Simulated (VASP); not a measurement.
Input of a VASP 6.6.1 run:

Contents of INCAR:

```
PREC = Accurate
ENCUT = 570
EDIFF = 1E-6
ISMEAR = 0
SIGMA = 0.05
LREAL = False
LASPH = True
NELM = 120
ALGO = Normal
ISIF = 2
LWAVE = False
LCHARG = True
GGA = PE
LELF = True
LVHAR = True
NBANDS = 22
GGA_COMPAT = False
```

KPOINTS

```
regular mesh
0
Gamma
  9 9 4
```

File POSCAR:

```
PtS2
1.0
    3.4514000000      0.0000000000      0.0000000000
   -1.7257000000      2.9890000786      0.0000000000
    0.0000000000      0.0000000000      6.1718000000
Pt S
1 2
Direct
    0.0000000000      0.0000000000      0.0000000000
    0.3333333333      0.6666666667      0.2103849897
    0.6666666667      0.3333333333      0.7896150103
```

Potentials or basis: VASP PAW PBE potentials, release 64 (Pt_sv_GW, S).

Command:

```sh
$ cat potpaw_PBE.64/Pt_sv_GW/POTCAR potpaw_PBE.64/S/POTCAR > POTCAR
$ mpirun -np 1 vasp_std > vasp.out
```

(1) Estimate the pressure.

(2) What does it give for the largest force?

(3) Estimate the band gap on the k mesh.

Answers

(1) 4.2 GPa.

(2) 0.030 eV/Å.

(3) 1.46 eV (least direct gap 1.56 eV).

Caveat: the stress differs along the axes, from -0 to 6 GPa; spin-orbit coupling is left out, which moves the levels of the heavy elements; this functional lacks dispersion, which binds layers or chains, so the pressure and a relaxed spacing across them are unreliable.
